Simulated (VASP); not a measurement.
SiOs12, 13 atoms in the cell. The cell holds a slab with vacuum, 13 atoms: a = 5.480 Å, b = 5.480 Å, c = 17.326 Å, α = 90.00°, β = 90.00°, γ = 60.00°. 

| Property | Result |
| --- | --- |
| Program | VASP 6.6.1 |
| Task | relaxation of the atoms |
| Functional | LDA |
| Potentials or basis | VASP PAW LDA potentials, release 64 (Os, Si) |
| Cutoff | 520 eV |
| k mesh | 4 × 4 × 1 |
| Occupations | fermi-dirac, width 0.15 eV |
| Spin | no spin polarisation |
| Dipole correction | no |
| Atoms held fixed (from 0) | [0, 1, 2, 3] |
| Further INCAR settings | ALGO = Normal; EDIFF = 1e-07; IBRION = 2; EDIFFG = -0.03; NSW = 80 |

Potentials or basis: VASP PAW LDA potentials, release 64 (Os, Si).

Run with:

```console
$ cat potpaw_LDA.64/Os/POTCAR potpaw_LDA.64/Si/POTCAR > POTCAR
$ mpirun -np 4 vasp_std > vasp.out
```

Hardware: 4 MPI ranks on AMD EPYC 7R13 Processor (Zen 3) (shared host).

Question: How long does it take, and how much memory?

Answer: It took 39 min on 4 MPI ranks on AMD EPYC 7R13 Processor (Zen 3), on a shared host, peak memory 0.55 GiB a rank. Counts: scf iterations 313, k points 10, ion steps 23.
